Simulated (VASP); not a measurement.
A run of VASP 6.6.1:

Contents of INCAR:

```
SYSTEM = Ag
ALGO = Normal ; EDIFF = 1E-8
ENCUT = 520 ; GGA = PE
ISIF = 2 ; ISMEAR = -1
LASPH = .TRUE. ; LCHARG = .FALSE.
LEFG = .TRUE. ; LREAL = .FALSE.
LWAVE = .FALSE. ; NBANDS = 30
NELM = 60 ; PREC = Accurate
SIGMA = 0.08
```

File KPOINTS:

```
k-points
0
G
  14 14 4
  0 0 0
```

The input POSCAR:

```
Ag
1.0
    2.8861989086      0.0000000000      0.0000000000
   -1.4430994543      2.4995215753      0.0000000000
    0.0000000000      0.0000000000      9.8000000000
Ag
4
Direct
    0.3333333333      0.6666666667      0.2500000000
    0.6666666667      0.3333333333      0.7500000000
    0.0000000000      0.0000000000      0.0000000000
    0.0000000000      0.0000000000      0.5000000000
```

Potentials or basis: VASP PAW PBE potentials, release 64 (Ag).

Run with:

```console
$ cat potpaw_PBE.64/Ag/POTCAR > POTCAR
$ mpirun -np 1 vasp_std > vasp.out
```

Hardware: 1 thread of Intel(R) Xeon(R) Platinum 8259CL CPU @ 2.50GHz (Skylake/Cascade Lake), with other jobs on the host.

Question: Estimate the wall time of this run.

Answer: Run time: 110 s on 1 thread of Intel(R) Xeon(R) Platinum 8259CL CPU @ 2.50GHz (Skylake/Cascade Lake), with other jobs on the host, peak memory 0.26 GiB. Counts: scf iterations 13, k points 72.
